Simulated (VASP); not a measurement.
# Cu (I4/mmm) in VASP: single point with r2SCAN

Aim: the single point of Cu with r2SCAN.

All numbers are computed with VASP 6.6.1; they aren't measurements. Logs are shortened: lines on timing, memory, paths and dates and some standing lists are left out, and cuts for length are marked.

### 1 The cell of the first run

Symmetry: I4/mmm, No. 139, tetragonal system. The conventional cell has a = 3.108 Å, b = 3.108 Å, c = 2.372 Å, α = 90.00°, β = 90.00°, γ = 90.00°. Within 3.2 Å of Cu (site symmetry 4/mmm) lie 14 Cu at 2.37 to 3.11 Å.

### 2 Single point, r2SCAN

File POSCAR:

```
Cu
1.0
   -1.5542019896      1.5542019896      1.1858710449
    1.5542019896     -1.5542019896      1.1858710449
    1.5542019896      1.5542019896     -1.1858710449
Cu
1
Direct
    0.0000000000      0.0000000000      0.0000000000
```

File INCAR.step1:

```
PREC     = Accurate       # precision mode
ENCUT    = 520            # plane-wave cutoff, eV
ISMEAR   = -5             # smearing method
SIGMA    = 0.15           # smearing width, eV
LREAL    = F              # projectors in reciprocal space
LASPH    = T              # aspherical terms in the spheres
NELM     = 60             # most SCF steps
NBANDS   = 12             # bands
GGA      = PE             # functional
ALGO     = Normal         # electronic algorithm
EDIFF    = 1E-4           # SCF threshold, eV
LWAVE    = T              # write WAVECAR
LCHARG   = F              # write CHGCAR
```

File INCAR.step2:

```
PREC     = Accurate       # precision mode
ENCUT    = 520            # plane-wave cutoff, eV
EDIFF    = 1E-6           # SCF threshold, eV
ISMEAR   = -5             # smearing method
SIGMA    = 0.15           # smearing width, eV
LREAL    = F              # projectors in reciprocal space
LASPH    = T              # aspherical terms in the spheres
NELM     = 60             # most SCF steps
ALGO     = Normal         # electronic algorithm
ISIF     = 2              # what is computed and relaxed
LWAVE    = F              # write WAVECAR
LCHARG   = T              # write CHGCAR
METAGGA  = R2SCAN         # meta-GGA
LMIXTAU  = T            
LELF     = T              # ELF
LVHAR    = T            
NBANDS   = 12             # bands
ISTART   = 1
```

File KPOINTS:

```
regular mesh
0
Gamma
  26 26 26
```

Potentials or basis: VASP PAW PBE potentials, release 64 (Cu).

Launch:

```sh
$ cat potpaw_PBE.64/Cu/POTCAR > POTCAR
$ cp INCAR.step1 INCAR
$ mpirun -np 1 vasp_std > vasp.out
$ cp INCAR.step2 INCAR
$ mpirun -np 1 vasp_std > vasp.out
```

OUTCAR:

```text
PREC = Accurate
   ENCUT = 520
   EDIFF = 1E-6
   ISMEAR = -5
   LREAL = F
   LASPH = T
   NELM = 60
   ISIF = 2
   METAGGA = R2SCAN
   ISTART = 1

 ion  position               nearest neighbor table
   1  0.000  0.000  0.000-

  LATTYP: Found a body centered tetragonal cell.
 ALAT       =     3.1084039792
 C/A-ratio  =     0.7630096042

  Lattice vectors:

 A1 = (  -1.5542019896,   1.5542019896,   1.1858710449)
 A2 = (   1.5542019896,  -1.5542019896,   1.1858710449)
 A3 = (   1.5542019896,   1.5542019896,  -1.1858710449)

Analysis of symmetry for initial positions (statically):
=====================================================================
 Subroutine PRICEL returns:
 Original cell was already a primitive cell.

 Routine SETGRP: Setting up the symmetry group for a
 body centered tetragonal supercell.

 Subroutine GETGRP returns: Found 16 space group operations
 (whereof 16 operations were pure point group operations)
 out of a pool of 16 trial point group operations.

The static configuration has the point symmetry D_4h.

Analysis of symmetry for dynamics (positions and initial velocities):
=====================================================================
 Subroutine PRICEL returns:
 Original cell was already a primitive cell.

 Routine SETGRP: Setting up the symmetry group for a
 body centered tetragonal supercell.

 Subroutine GETGRP returns: Found 16 space group operations
 (whereof 16 operations were pure point group operations)
 out of a pool of 16 trial point group operations.

The dynamic configuration has the point symmetry D_4h.

 Subroutine INISYM returns: Found 16 space group operations
 (whereof 16 operations are pure point group operations),
 and found     1 'primitive' translations

----------------------------------------------------------------------------------------

                                     Primitive cell

  volume of cell :      11.4581

  direct lattice vectors                    reciprocal lattice vectors
    -1.554201990  1.554201990  1.185871045     0.000000000  0.321708506  0.421631005
     1.554201990 -1.554201990  1.185871045     0.321708506  0.000000000  0.421631005
     1.554201990  1.554201990 -1.185871045     0.321708506  0.321708506  0.000000000

  length of vectors
     2.497474281  2.497474281  2.497474281     0.530348062  0.530348062  0.454964532

  position of ions in fractional coordinates (direct lattice)
     0.000000000  0.000000000  0.000000000

  ion indices of the primitive-cell ions
   primitive index   ion index
                 1           1

----------------------------------------------------------------------------------------

 KPOINTS: regular mesh

Automatic generation of k-mesh.
 Grid dimensions read from file:
 generate k-points for:   26   26   26

 Generating k-lattice:

  Cartesian coordinates                     Fractional coordinates (reciprocal lattice)
     0.000000000  0.012373404  0.016216577     0.038461538  0.000000000 -0.000000000
     0.012373404  0.000000000  0.016216577     0.000000000  0.038461538 -0.000000000
     0.012373404  0.012373404  0.000000000     0.000000000  0.000000000  0.038461538

  Length of vectors
     0.020398002  0.020398002  0.017498636

  Shift w.r.t. Gamma in fractional coordinates (k-lattice)
     0.000000000  0.000000000  0.000000000

 TETIRR: Found  43137 inequivalent tetrahedra from   105456

 Subroutine IBZKPT returns following result:
 ===========================================

 Found   1330 irreducible k-points:

 Following reciprocal coordinates:
            Coordinates               Weight
  0.000000  0.000000  0.000000      1.000000
  0.038462  0.000000 -0.000000      8.000000
  0.076923  0.000000 -0.000000      8.000000
  0.115385  0.000000 -0.000000      8.000000
  0.153846  0.000000 -0.000000      8.000000
  0.192308  0.000000 -0.000000      8.000000
[... 16 lines left out ...]
  0.346154  0.038462 -0.000000     16.000000
  0.384615  0.038462 -0.000000     16.000000
 [... further k-points ...]
   k-points           NKPTS =   1330   k-points in BZ     NKDIM =   1330   number of bands    NBANDS=     12
   number of dos      NEDOS =    301   number of ions     NIONS =      1
   total plane-waves  NPLWV =   8000
   dimension x,y,z NGX =    20 NGY =   20 NGZ =   20
   dimension x,y,z NGXF=    40 NGYF=   40 NGZF=   40
   ions per type =               1
   NGX,Y,Z   is equivalent  to a cutoff of  13.31, 13.31, 13.31 a.u.
   NGXF,Y,Z  is equivalent  to a cutoff of  26.63, 26.63, 26.63 a.u.
 SYSTEM =  unknown system
   PREC   = accura    normal or accurate (medium, high low for compatibility)
   ISTART =      1    job   : 0-new  1-cont  2-samecut
   ICHARG =      0    charge: 1-file 2-atom 10-const
   ISPIN  =      1    spin polarized calculation?
   LNONCOLLINEAR =      F non collinear calculations
   LSORBIT =      F    spin-orbit coupling
   LASPH  =      T    aspherical Exc in radial PAW
   ENCUT  =  520.0 eV  38.22 Ry    6.18 a.u.   4.64  4.64  4.64*2*pi/ulx,y,z
   NELM   =     60;   NELMIN=  2; NELMDL=  0     # of ELM steps
   EDIFF  = 0.1E-05   stopping-criterion for ELM
   LREAL  =      F    real-space projection
   EDIFFG = 0.1E-04   stopping-criterion for IOM
   NSW    =      0    number of steps for IOM
   IBRION =     -1    ionic relax: 0-MD 1-quasi-New 2-CG
   NFREE  =      0    steps in history (QN), initial steepest desc. (CG)
   ISIF   =      2    stress and relaxation
   ISYM   =      2    0-nonsym 1-usesym 2-fastsym
   POTIM  = 0.5000    time-step for ionic-motion
   TEBEG  =    0.0;   TEEND  =   0.0 temperature during run
   PSTRESS=    0.0 pullay stress
   NELECT =      11.0000    total number of electrons
   NUPDOWN=      -1.0000    fix difference up-down
   EMIN   =  10.00;   EMAX   =-10.00  energy-range for DOS
   EFERMI =   0.00;   METHOD = LEGACY
   ISMEAR =    -5;   SIGMA  =   0.15  broadening in eV -4-tet -1-fermi 0-gaus
   EFERMI_NEDOS =   21; number of points for ismear=-14 and -15
   IALGO  =     38    algorithm
   IMIX   =      4    mixing-type and parameters
     AMIX     =   0.40;   BMIX     =  1.00
     AMIX_MAG =   1.60;   BMIX_MAG =  1.00
  volume/ion in A,a.u.               =      11.46        77.32
  Fermi-wavevector in a.u.,A,eV,Ry     =   1.614984  3.051878 35.486359  2.608174
  Thomas-Fermi vector in A             =   2.709805
   LORBIT       =      0    0 simple, 1 ext, 2 COOP (PROOUT), +10 PAW based schemes
   METAGGA = R2SCAN    functional components
   LHFCALC =     F    Hartree Fock is set to
   AEXX    =    0.0000 exact exchange contribution
   IVDW    =     0    specifies the selected vdW correction
   LEPSILON=     F    determine dielectric tensor
   LRPA    =     F    only Hartree local field effects (RPA)
 non-spin polarized calculation
 Fermi weights with tetrahedron method with Bloechl corrections
  energy-cutoff  :      520.00
  volume of cell :       11.46
 maximum number of plane-waves:       327
   NGX =  9   NGY =  9   NGZ =  9

 number of electron      11.0000009 magnetization

 Free energy of the ion-electron system (eV)
  ---------------------------------------------------
  ext. energy  EPLUGINS =         0.00000000
  ---------------------------------------------------
  free energy    TOTEN  =       -10.71616347 eV

  energy without entropy =      -10.71616347  energy(sigma->0) =      -10.71616347

 E-fermi :   7.8447     XC(G=0): -13.9192

 val. band max:        7.8173011078   @ k =  -0.3077   0.4231   0.2308
 cond. band min:       7.8188324271   @ k =  -0.0385   0.4615   0.0385
 fundamental gap:      0.0015313193
 Fermi energy:         7.8447442950

 k-point     1 :       0.0000    0.0000    0.0000
  band No.  band energies     occupation
      1      -2.1123      2.00000
      2       3.8274      2.00000
      3       4.4682      2.00000
      4       5.0764      2.00000
      5       5.0765      2.00000
      6       5.8411      2.00000
      7      29.5658      0.00000
      8      29.5659      0.00000
      9      33.3794      0.00000
     10      35.2761      0.00000
     11      40.2149      0.00000
     12      40.2984      0.00000

 k-point     2 :       0.0385    0.0000   -0.0000
  band No.  band energies     occupation
      1      -2.0429      2.00000
      2       3.8409      2.00000
      3       4.4850      2.00000
      4       5.0642      2.00000
      5       5.0660      2.00000
      6       5.8307      2.00000
      7      29.3595      0.00000
      8      29.4350      0.00000
      9      33.6739      0.00000
     10      35.4389      0.00000
     11      38.7666      0.00000
     12      39.5555      0.00000

 k-point     3 :       0.0769    0.0000   -0.0000
  band No.  band energies     occupation
      1      -1.8359      2.00000
      2       3.8774      2.00000
      3       4.5308      2.00000
      4       5.0323      2.00000
      5       5.0394      2.00000
      6       5.8014      2.00000
      7      28.8758      0.00000
      8      29.0841      0.00000
      9      34.3880      0.00000
     10      35.8526      0.00000
     11      36.3220      0.00000
     12      38.3181      0.00000
[... 286 lines left out ...]
 k-point    23 :       0.3462    0.0385   -0.0000
  band No.  band energies     occupation
      1       2.2865      2.00000
      2       3.5222      2.00000
      3       5.3278      2.00000
      4       5.4842      2.00000
      5       5.9372      2.00000
      6       6.1358      2.00000
      7      18.3498      0.00000
      8      25.0035      0.00000
      9      25.7029      0.00000
     10      29.4100      0.00000
     11      32.3892      0.00000
     12      38.9340      0.00000

 k-point    24 :       0.3846    0.0385   -0.0000
  band No.  band energies     occupation
      1       2.4415      2.00000
      2       3.4353      2.00000
      3       5.3607      2.00000
      4       5.7891      2.00000
      5       6.1024      2.00000
      6       6.8154      2.01553
      7      16.5399      0.00000
      8      24.7374      0.00000
      9      25.0671      0.00000
     10      29.1626      0.00000
     11      32.1945      0.00000
     12      39.1644      0.00000

 [... further k-points ...]

------------------------ aborting loop because EDIFF is reached ----------------------------------------

  FORCE on cell =-STRESS in cart. coord.  units (eV):
  Direction    XX          YY          ZZ          XY          YZ          ZX
  --------------------------------------------------------------------------------------
  -------------------------------------------------------------------------------------
  Total       -0.1477321     -0.1477321      1.4080949      0.0000000      0.0000000      0.0000000
  in kB      -20.6572772    -20.6572772    196.8929370      0.0000000      0.0000000      0.0000000
  external PRESSURE =      51.8594609 kB  Pullay stress =       0.0000000 kB

 VOLUME and BASIS-vectors are now :
 -----------------------------------------------------------------------------
  energy-cutoff  :      520.00
  volume of cell :       11.46
      direct lattice vectors                 reciprocal lattice vectors
    -1.554201990  1.554201990  1.185871045     0.000000000  0.321708506  0.421631005
     1.554201990 -1.554201990  1.185871045     0.321708506  0.000000000  0.421631005
     1.554201990  1.554201990 -1.185871045     0.321708506  0.321708506  0.000000000

 POSITION                                       TOTAL-FORCE (eV/Angst)
 -----------------------------------------------------------------------------------
      0.00000      0.00000      0.00000        -0.000000      0.000000     -0.000000
 -----------------------------------------------------------------------------------
    total drift:                                0.000000     -0.000000      0.000000

  FREE ENERGIE OF THE ION-ELECTRON SYSTEM (eV)
  ---------------------------------------------------
  free  energy   TOTEN  =       -10.7161634741 eV

  energy  without entropy=      -10.7161634741  energy(sigma->0) =      -10.71616347
```

Run time: 7.4 min. Hardware: 1 thread of Intel Xeon Platinum 8488C (Sapphire Rapids), shared host; peak memory 0.38 GiB.

What came out:

| Item | Value |
| --- | --- |
| Free energy | -10.7162 eV |
| Pressure | 5.2 GPa |
| Band gap on the k mesh | zero (an odd number of electrons rules out a gap without spin polarisation) |

Stress tensor (GPa, compression positive):
```
-2.07  0.00  0.00
 0.00 -2.07  0.00
 0.00  0.00 19.69
```

Caveat: the stress differs along the axes, from -2 to 20 GPa; the PAW data sets were made with another functional, which shifts forces and pressure a little; tetrahedron occupations give inexact forces and stress in metals.
